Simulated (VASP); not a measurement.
Crystal: SiC2.

```xyz
6
Lattice="2.0844 0.0000 0.0000 -1.0422 1.8051 0.0000 0.0000 0.0000 21.7005" Properties=species:S:1:pos:R:3 pbc="T T T"
Si    0.0000    1.2034   10.8503
Si    1.0422    0.6017   10.8503
C     0.0000    1.2034   18.0838
C     0.0000    1.2034    3.6168
C     1.0422    0.6017   18.0838
C     1.0422    0.6017    3.6168
```

```yaml
Program: VASP 6.6.1
Task: relaxation of cell and atoms
Functional: PBE
Potentials_or_basis: VASP PAW PBE potentials, release 64 (Si, C_h)
Cutoff: 910 eV
k_mesh: 12 × 12 × 1
Occupations: gaussian, width 0.1 eV
Spin: no spin polarisation
```

At the start: pressure 362.3 GPa; volume 13.61 Å³/atom.

Problem. Where does the relaxation end?

Solution. Over 20 steps the energy falls by 15481.0 meV/atom and the volume is 18.55 Å³/atom (+36.3 %); space group P6/mmm (No. 191, to 0.1 Å) before and after.

The path:
```csv
step,energy change (eV),largest force (eV/Å),pressure (GPa),volume (Å³)
1,0.0000,0.0001,362.33,81.65
2,-45.1342,0.0025,-3.77,849.83
3,-48.8270,0.0038,-4.56,746.81
4,-52.9598,0.0015,-5.63,653.41
5,-82.3425,0.0018,-13.39,299.29
6,-92.0554,0.0012,6.87,173.40
7,-92.0862,0.0011,-5.54,201.48
8,-92.4577,0.0011,-1.38,188.77
9,-92.4670,0.0012,-0.41,186.20
10,-92.4866,0.0012,-0.38,184.04
11,-92.5416,0.0013,-0.29,177.57
12,-92.6370,0.0016,-0.13,164.63
13,-92.7875,0.0022,0.14,138.71
14,-92.5722,0.0272,3.12,86.74
15,-92.8398,0.0019,0.26,127.43
16,-92.8810,0.0078,0.75,107.10
17,-92.8831,0.0029,0.48,113.27
18,-92.8847,0.0046,0.54,110.97
19,-92.6988,0.0038,-5.60,116.00
20,-92.8860,0.0051,0.08,111.31
```

Final structure:
```yaml
crystal:
  lattice:
    - [3.15807, 0.00000, 0.00000]
    - [-1.57903, 2.73497, 0.00000]
    - [0.00000, 0.00000, 12.88704]
  atoms:
    - { symbol: Si, position: [0.33333, 0.66667, 0.50000] }
    - { symbol: Si, position: [0.66667, 0.33333, 0.50000] }
    - { symbol: C, position: [0.33333, 0.66667, 0.83328] }
    - { symbol: C, position: [0.33333, 0.66667, 0.16672] }
    - { symbol: C, position: [0.66667, 0.33333, 0.83328] }
    - { symbol: C, position: [0.66667, 0.33333, 0.16672] }
```

Caveat: the cutoff is under 1.25 times the usual one of these potentials, so pressure, stress and relaxed cells hold a basis-set (Pulay) error; the volume moved by over 15 % at a fixed basis, so the end points are rough; this functional lacks dispersion, which binds the layers, so the pressure and a relaxed spacing across them are unreliable.
